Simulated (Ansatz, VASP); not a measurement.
# One calculation of Ni, two programs

```
Ni
1.0
     0.00000    1.75961    1.75961
     1.75961    0.00000    1.75961
     1.75961    1.75961    0.00000
Ni
1
Direct
  0.00000 0.00000 0.00000
```

Alike in both runs: task single point; functional PBE; k mesh 18 × 18 × 18; occupations fermi-dirac, width 0.08 eV; collinear spin.

```csv
,VASP,Ansatz
version,VASP 6.6.1,Ansatz 0.2.0
potentials or method,"VASP PAW PBE potentials, release 64 (Ni), cutoff 520 eV","all-electron LAPW, non-relativistic"
```

|  | VASP | Ansatz | Ansatz less VASP |
| --- | --- | --- | --- |
| pressure (GPa) | 0.0 | 4.3 | +4.36 |
| net moment per atom (μB) | 0.61 | 0.61 | -0.009 |
| size of the moment on the site where the two differ most (μB) | 0.63 | 0.63 | +0.002 |

Site moments also hang on the region over which each program counts them. One of these differences is far larger than is usual between the two programs; its cause wasn't traced. Ansatz ran all-electron here, and VASP with PAW potentials.
